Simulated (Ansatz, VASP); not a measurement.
# Two plane-wave programs on Ge5Sb

```xyz
6
Lattice="6.0003 0.0000 0.0000 -3.0002 5.1964 0.0000 0.0000 0.0000 4.6694" Properties=species:S:1:pos:R:3 pbc="T T T"
Ge    0.0000    3.4643    0.0000
Ge    3.0002    1.7321    0.0000
Ge    3.0002    0.0000    2.3347
Ge    1.5001    2.5982    2.3347
Ge   -1.5001    2.5982    2.3347
Sb    0.0000    0.0000    0.0000
```

Change from the starting cell: species swapped into the ScBe5 type (P6/mmm, No. 191).

Alike in both runs: task single point; functional PBE; k mesh 3 × 3 × 4; occupations gaussian, width 0.1 eV; no spin polarisation.

|  | VASP | Ansatz |
| --- | --- | --- |
| version | VASP 6.6.1 | Ansatz 0.2.0 |
| potentials or method | VASP PAW PBE potentials, release 64 (Ge_d, Sb), cutoff 520 eV | scalar-relativistic, plane waves, PAW |
| valence electrons in the cell | 75 | 85 |

Ansatz gave:

* gap on the k mesh at the Fermi level (eV): none
* pressure (GPa): -4.2
* traceless stress, the component that is largest in VASP (GPa): 4.10

Question: What did VASP give for the same quantities?

Answer: gap on the k mesh at the Fermi level (eV): none; pressure (GPa): -4.2; traceless stress, the component that is largest in VASP (GPa): 4.12.

A gap of «none» marks a metal or a gap that the smearing closes. The functional is the same, so the differences come from potentials, cutoffs and numerics. VASP's potentials hold 75 valence electrons a cell and Ansatz's 85, so a difference there can come from the potentials and not from the codes.

The k mesh is coarse, so the values compare programs but aren't converged. Neither program's run includes spin-orbit coupling.
